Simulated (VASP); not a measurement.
Crystal: Na4AlO.

```
CELL_PARAMETERS angstrom
6.21398 0.00000 0.00000
0.00000 6.21398 0.00000
0.00000 0.00000 7.52340
ATOMIC_POSITIONS crystal
Na 0.50000 0.50000 0.30211
Na 0.50000 0.50000 0.69789
Na 0.00000 0.00000 0.69789
Na 0.00000 0.00000 0.30211
Na 0.80053 0.30053 0.00000
Na 0.19947 0.69947 0.00000
Na 0.30053 0.19947 0.00000
Na 0.69947 0.80053 0.00000
Al 0.00000 0.50000 0.50000
Al 0.50000 0.00000 0.50000
O 0.50000 0.50000 0.00000
O 0.00000 0.00000 0.00000
```

| Item | Value |
| --- | --- |
| Program | VASP 6.6.1 |
| Task | relaxation of cell and atoms |
| Functional | PBE |
| Potentials or basis | VASP PAW PBE potentials, release 64 (Na_pv, Al, O) |
| Cutoff | 600 eV |
| k mesh | 6 × 6 × 4 |
| Occupations | gaussian, width 0.1 eV |
| Spin | no spin polarisation |

At the start: pressure 0.1 GPa; volume 24.21 Å³/atom.

Question: How do energy, volume and symmetry change on relaxing?

Answer: Over 15 steps the energy falls by 2.2 meV/atom and the volume is 24.26 Å³/atom (+0.2 %); space group P4/mbm (No. 127, to 0.1 Å) before and after.

The path:
```tsv
step	energy change (eV)	largest force (eV/Å)	pressure (GPa)	volume (Å³)
1	0.0000	0.0359	0.07	290.50
2	-0.0070	0.0433	0.05	290.96
3	-0.0167	0.0591	0.02	291.99
4	-0.0104	0.0789	-0.03	293.92
5	-0.0184	0.0687	0.01	292.62
6	-0.0203	0.0395	0.01	292.84
7	-0.0220	0.0355	-0.01	293.20
8	-0.0206	0.0789	-0.02	293.91
9	-0.0223	0.0361	-0.02	293.38
10	-0.0231	0.0321	-0.03	293.07
11	-0.0251	0.0217	-0.01	292.12
12	-0.0264	0.0100	0.04	290.24
13	-0.0265	0.0114	0.04	290.63
14	-0.0262	0.0253	-0.10	291.82
15	-0.0267	0.0035	-0.02	291.12
```

Final structure:
```
Na Al O
1.0
     6.14515    0.00000    0.00000
     0.00000    6.14515    0.00000
     0.00000    0.00000    7.70923
Na Al O
8 2 2
Direct
  0.50000 0.50000 0.29871
  0.50000 0.50000 0.70129
  0.00000 0.00000 0.70129
  0.00000 0.00000 0.29871
  0.80893 0.30893 0.00000
  0.19107 0.69107 0.00000
  0.30893 0.19107 0.00000
  0.69107 0.80893 0.00000
  0.00000 0.50000 0.50000
  0.50000 0.00000 0.50000
  0.50000 0.50000 0.00000
  0.00000 0.00000 0.00000
```
